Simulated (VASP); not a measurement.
Runs of VASP 6.6.1 on TePb. The structure is that of space group P6_3/mmc (No. 194), or close to it. The cells are those of the table. 

| task | level | potentials or basis | cell | cutoff (eV) | gap on the mesh (eV) | pressure (GPa) | relaxed volume (Å³/atom) |
| --- | --- | --- | --- | --- | --- | --- | --- |
| relaxation of cell and atoms | LDA | VASP PAW LDA potentials, release 64 (Pb_d, Te) | relaxed from a = 4.571, b = 4.571, c = 7.958 Å, angles 90.0, 90.0, 120.0°, 4 atoms | 600 | none | 0.0 | 32.89 |
| relaxation of cell and atoms | PBEsol | VASP PAW PBE potentials, release 64 (Pb_d, Te) | relaxed from a = 4.571, b = 4.571, c = 7.958 Å, angles 90.0, 90.0, 120.0°, 4 atoms | 600 | none | 0.0 | 33.92 |
| single point | PBE | VASP PAW PBE potentials, release 64 (Pb_d, Te) | a = 4.544, b = 4.544, c = 7.926 Å, angles 90.0, 90.0, 120.0°, 4 atoms | 520 | 0.07 | (a) | - |
| single point | PBEsol | VASP PAW PBE potentials, release 64 (Pb_d, Te) | a = 4.476, b = 4.476, c = 7.819 Å, angles 90.0, 90.0, 120.0°, 4 atoms | 520 | none | 0.0 | - |
| single point | LDA | VASP PAW LDA potentials, release 64 (Pb_d, Te) | a = 4.422, b = 4.422, c = 7.763 Å, angles 90.0, 90.0, 120.0°, 4 atoms | 520 | none | (b) | - |

Alike in all rows: no spin polarisation; k mesh 6 × 6 × 4; smearing fermi-dirac 0.02 eV.

Question: Estimate the missing entries.

Answer: (a) 0.6; (b) 0.1.

Caveats: spin-orbit coupling is left out, which moves the levels of the heavy elements; semilocal functionals underestimate gaps, so a narrow gap can read as zero (at least some runs); the PAW data sets were made with another functional, which shifts forces and pressure a little (at least some runs).

A k mesh can miss the band edges, and the runs leave out spin-orbit coupling on Pb, Te.

A gap of «none» marks levels without a gap at the run's occupations.
